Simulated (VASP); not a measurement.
# MgCd3S4 (I4/mmm) in VASP: notebook, part 2 of 2

VASP 6.6.1. The steps go on from the part before.

### Step 3. Single point, PBE

This run uses another cell than the first one, of 22.93 Å³/atom.

Input file INCAR:

```
SYSTEM = MgCd3S4
PREC = Accurate
ENCUT = 520
EDIFF = 1E-6
ISMEAR = 0
SIGMA = 0.1
LREAL = .False.
LASPH = .True.
NELM = 60
ALGO = Normal
ISIF = 2
LWAVE = .False.
LCHARG = .True.
GGA = PE
LELF = .True.
LVHAR = .True.
NBANDS = 41
```

Input file KPOINTS:

```
regular mesh
0
Gamma
  4 4 4
  0 0 0
```

Input file POSCAR:

```
MgCd3S4
1.0
   -2.8409150000      2.8409150000      5.6818300000
    2.8409150000     -2.8409150000      5.6818300000
    2.8409150000      2.8409150000     -5.6818300000
Mg Cd S
1 3 4
Direct
    0.5000000000      0.5000000000      0.0000000000
    0.0000000000      0.0000000000      0.0000000000
    0.7500000000      0.2500000000      0.5000000000
    0.2500000000      0.7500000000      0.5000000000
    0.7500000000      0.7500000000      0.0000000000
    0.5000000000      0.0000000000      0.5000000000
    0.2500000000      0.2500000000      0.0000000000
    0.0000000000      0.5000000000      0.5000000000
```

Potentials or basis: VASP PAW PBE potentials, release 64 (Mg, Cd, S).

Started as:

```
cat potpaw_PBE.64/Mg/POTCAR potpaw_PBE.64/Cd/POTCAR potpaw_PBE.64/S/POTCAR > POTCAR
mpirun -np 1 vasp_std > vasp.out
```

OUTCAR:

```text
SYSTEM = MgCd3S4
   PREC = Accurate
   ENCUT = 520
   EDIFF = 1E-6
   ISMEAR = 0
   LREAL = .False.
   LASPH = .True.
   NELM = 60
   ISIF = 2
   GGA = PE

 ion  position               nearest neighbor table
   1  0.500  0.500  0.000-   5 2.84   6 2.84   7 2.84   8 2.84   6 2.84   8 2.84
   2  0.000  0.000  0.000-   5 2.84   6 2.84   7 2.84   8 2.84   8 2.84   6 2.84
   3  0.750  0.250  0.500-   5 2.84   6 2.84   7 2.84   8 2.84   5 2.84   7 2.84
   4  0.250  0.750  0.500-   5 2.84   6 2.84   7 2.84   8 2.84   7 2.84   5 2.84
   5  0.750  0.750  0.000-   1 2.84   2 2.84   3 2.84   4 2.84   3 2.84   4 2.84
   6  0.500  0.000  0.500-   1 2.84   2 2.84   3 2.84   4 2.84   1 2.84   2 2.84
   7  0.250  0.250  0.000-   1 2.84   2 2.84   3 2.84   4 2.84   4 2.84   3 2.84
[... 774 lines left out ...]
  external PRESSURE =     -68.6706629 kB  Pullay stress =       0.0000000 kB

 VOLUME and BASIS-vectors are now :
 -----------------------------------------------------------------------------
  energy-cutoff  :      520.00
  volume of cell :      183.43
      direct lattice vectors                 reciprocal lattice vectors
    -2.840915000  2.840915000  5.681830000     0.000000000  0.175999634  0.087999817
     2.840915000 -2.840915000  5.681830000     0.175999634  0.000000000  0.087999817
     2.840915000  2.840915000 -5.681830000     0.175999634  0.175999634  0.000000000

 POSITION                                       TOTAL-FORCE (eV/Angst)
 -----------------------------------------------------------------------------------
      0.00000      0.00000      5.68183         0.000000      0.000000      0.000000
      0.00000      0.00000      0.00000         0.000000      0.000000      0.000000
     -0.00000      2.84091      2.84091         0.000000      0.000000      0.000000
      2.84091     -0.00000      2.84091         0.000000      0.000000      0.000000
      0.00000      0.00000      8.52275         0.000000      0.000000     -0.242765
      0.00000      2.84091      0.00000         0.000000      0.000000      0.000000
      0.00000      0.00000      2.84091        -0.000000     -0.000000      0.242765
      2.84091      0.00000      0.00000         0.000000      0.000000      0.000000
 -----------------------------------------------------------------------------------
    total drift:                               -0.000000      0.000000      0.000000

  FREE ENERGIE OF THE ION-ELECTRON SYSTEM (eV)
  ---------------------------------------------------
  free  energy   TOTEN  =       -25.4413500200 eV

  energy  without entropy=      -25.4402796671  energy(sigma->0) =      -25.44081484
```

OSZICAR:

```text
N       E                     dE             d eps       ncg     rms          rms(c)
DAV:   1     0.411135612779E+03    0.41114E+03   -0.29200E+04  1074   0.137E+03
DAV:   2     0.197333441009E+01   -0.40916E+03   -0.38904E+03  1185   0.327E+02
DAV:   3    -0.274974886884E+02   -0.29471E+02   -0.29145E+02  1259   0.843E+01
DAV:   4    -0.279252521551E+02   -0.42776E+00   -0.42736E+00  1244   0.101E+01
DAV:   5    -0.279331244488E+02   -0.78723E-02   -0.78712E-02  1304   0.129E+00    0.107E+01
DAV:   6    -0.255321207940E+02    0.24010E+01   -0.52481E+00  1244   0.147E+01    0.941E+00
DAV:   7    -0.254536171895E+02    0.78504E-01   -0.12183E+00  1257   0.467E+00    0.539E+00
DAV:   8    -0.254459700794E+02    0.76471E-02   -0.11905E-01  1200   0.248E+00    0.476E-01
DAV:   9    -0.254408461100E+02    0.51240E-02   -0.24900E-02  1290   0.117E+00    0.149E-01
DAV:  10    -0.254412597099E+02   -0.41360E-03   -0.24163E-03  1238   0.291E-01    0.152E-01
DAV:  11    -0.254413633587E+02   -0.10365E-03   -0.20305E-04  1259   0.652E-02    0.914E-02
DAV:  12    -0.254413506156E+02    0.12743E-04   -0.12192E-04  1225   0.453E-02    0.119E-02
DAV:  13    -0.254413500200E+02    0.59558E-06   -0.79327E-06  1201   0.141E-02
   1 F= -.25441350E+02 E0= -.25440815E+02  d E =-.107035E-02
```

Run time: 70 s. Hardware: 1 thread of AMD EPYC 9R45 (Zen 5), shared host; peak memory 0.4 GiB.

What came out:

| Quantity | Value |
| --- | --- |
| Free energy | -25.4414 eV |
| Pressure | -6.9 GPa |
| Largest force | 0.243 eV/Å |
| Band gap on the k mesh | 0.22 eV (least direct gap 0.83 eV) |

Forces in eV/Å, atoms in the order of the input:
```
Mg   0.000  0.000  0.000
Cd   0.000  0.000  0.000
Cd   0.000  0.000  0.000
Cd   0.000  0.000  0.000
S    0.000  0.000 -0.243
S    0.000  0.000  0.000
S    0.000  0.000  0.243
S    0.000  0.000  0.000
```

Levels at points of the mesh, in eV from the valence-band top:
```tsv
k point	band 27	band 28	band 29	band 30	band 31	band 32	band 33	band 34	band 35	band 36
(0.00, 0.00, 0.00)	-1.67	-1.67	-0.49	-0.49	-0.49	0.33	0.92	3.04	3.49	5.71
(0.50, 0.00, 0.00)	-1.34	-1.28	-1.07	-0.58	-0.39	3.28	3.29	3.38	4.03	5.67
(0.50, 0.50, 0.00)	-0.37	-0.10	-0.04	-0.03	0.00	3.60	3.63	4.24	4.39	5.03
(0.50, 0.50, 0.50)	-1.65	-1.13	-1.13	-1.03	-1.03	0.22	0.88	2.74	3.21	5.74
```

Caveat: the cell stands under tension; semilocal functionals underestimate gaps, and a narrow one can read as zero.

### Step 4. Relaxation of cell and atoms, PBE

This run uses another cell than the first one, of 22.93 Å³/atom.

Input file INCAR:

```
SYSTEM = MgCd3S4
PREC = Accurate ; ENCUT = 600
EDIFF = 1E-7 ; ISMEAR = 0
SIGMA = 0.1 ; LREAL = .FALSE.
LASPH = .TRUE. ; NELM = 80
ALGO = Normal ; ISIF = 3
LWAVE = .FALSE. ; LCHARG = .FALSE.
GGA = PE ; IBRION = 2
NSW = 90 ; EDIFFG = -0.04
```

Input file KPOINTS:

```
Automatic mesh
0
G
  4 4 4
  0 0 0
```

POSCAR is that of step 3.

Started as:

```
cat potpaw_PBE.64/Mg/POTCAR potpaw_PBE.64/Cd/POTCAR potpaw_PBE.64/S/POTCAR > POTCAR
mpirun -np 1 vasp_std > vasp.out
```

Wall time 6.9 min (1 thread of AMD EPYC 9R45 (Zen 5), shared host); peak memory 0.48 GiB.

It converged, with:

- Free energy: -26.0021 eV
- Relaxed volume: 20.20 Å³/atom
- Relaxed cell: a = 6.674 Å, b = 6.674 Å, c = 6.674 Å, α = 131.87°, β = 131.87°, γ = 70.44°
- Space group after relaxing (to 0.1 Å): I4/mmm (No. 139)
- Energy gained by relaxing: 70.1 meV/atom
- Ionic steps: 8
- Pressure after relaxing: 0.0 GPa
- Largest force after relaxing: 0.004 eV/Å
- Band gap on the k mesh: 0.25 eV (least direct gap 1.15 eV)

Forces in eV/Å, atoms in the order of the input:
```
Mg   0.000  0.000  0.000
Cd   0.000  0.000  0.000
Cd   0.000  0.000  0.000
Cd   0.000  0.000  0.000
S    0.000  0.000 -0.004
S    0.000  0.000  0.000
S    0.000  0.000  0.004
S    0.000  0.000  0.000
```

Stress tensor (GPa, compression positive):
```
-0.07  0.00  0.00
 0.00 -0.07  0.00
 0.00  0.00  0.05
```

The path:
| step | energy change (eV) | largest force (eV/Å) | pressure (GPa) | volume (Å³) |
| --- | --- | --- | --- | --- |
| 1 | 0.0000 | 0.2426 | -6.88 | 183.43 |
| 2 | -0.5170 | 0.3612 | 1.54 | 158.50 |
| 3 | -0.5310 | 0.3436 | 0.08 | 161.55 |
| 4 | -0.5309 | 0.3412 | -0.11 | 161.97 |
| 5 | -0.5407 | 0.2797 | -0.11 | 161.90 |
| 6 | -0.5587 | 0.0940 | -0.07 | 161.69 |
| 7 | -0.5396 | 0.3066 | 0.20 | 161.26 |
| 8 | -0.5609 | 0.0044 | -0.03 | 161.59 |

Final structure:
```cif
data_structure
_symmetry_space_group_name_H-M 'P 1'
_symmetry_Int_Tables_number 1
_cell_length_a 6.6744
_cell_length_b 6.6744
_cell_length_c 6.6744
_cell_angle_alpha 131.865
_cell_angle_beta 131.865
_cell_angle_gamma 70.442
_cell_volume 161.59
loop_
_atom_site_label
_atom_site_type_symbol
_atom_site_fract_x
_atom_site_fract_y
_atom_site_fract_z
_atom_site_occupancy
Mg1 Mg 0.50000 0.50000 0.00000 1
Cd1 Cd 0.00000 0.00000 0.00000 1
Cd2 Cd 0.75000 0.25000 0.50000 1
Cd3 Cd 0.25000 0.75000 0.50000 1
S1 S 0.74124 0.74124 0.00000 1
S2 S 0.50000 0.00000 0.50000 1
S3 S 0.25876 0.25876 0.00000 1
S4 S 0.00000 0.50000 0.50000 1
```

Levels at points of the mesh, in eV from the valence-band top:
```csv
k point,band 27,band 28,band 29,band 30,band 31,band 32,band 33,band 34,band 35,band 36
"(0.00, 0.00, 0.00)",-2.13,-2.13,-0.71,-0.71,-0.71,0.44,1.21,3.45,4.00,5.46
"(0.50, 0.00, 0.00)",-1.60,-1.56,-1.50,-0.74,-0.59,3.50,3.64,3.85,4.53,5.77
"(0.50, 0.50, 0.00)",-0.61,-0.14,-0.08,-0.03,0.00,3.53,3.61,4.52,4.54,5.48
"(0.50, 0.50, 0.50)",-2.06,-1.50,-1.50,-1.35,-1.35,0.25,0.79,3.13,3.68,5.51
```

Caveat: semilocal functionals underestimate gaps, and a narrow one can read as zero. A k mesh can miss the band edges.

### Step 5. Summary

| task | cell | cutoff (eV) | gap on the mesh (eV) | pressure (GPa) | largest force (eV/Å) |
| --- | --- | --- | --- | --- | --- |
| single point | a = 6.665 Å, angles 131.8, 131.8, 70.5°, 8 atoms, atomic positions A | 520 | 0.24 | 0.2 | 0.03 |
| single point | a = 6.959 Å, angles 131.8, 131.8, 70.5°, 8 atoms, atomic positions B | 520 | 0.22 | -6.9 | 0.24 |
| relaxation of cell and atoms | relaxed from a = 6.959 Å, angles 131.8, 131.8, 70.5°, 8 atoms, atomic positions B | 600 | 0.25 | 0.0 | - |

Alike in all rows: level PBE; potentials or basis VASP PAW PBE potentials, release 64 (Mg, Cd, S); no spin polarisation; k mesh 4 × 4 × 4; smearing gaussian 0.1 eV.

Caveats: semilocal functionals underestimate gaps, and a narrow one can read as zero; the cell stands under tension (at least some runs).

Total energies depend on the potentials used, so only differences within one code and one set of settings carry meaning.
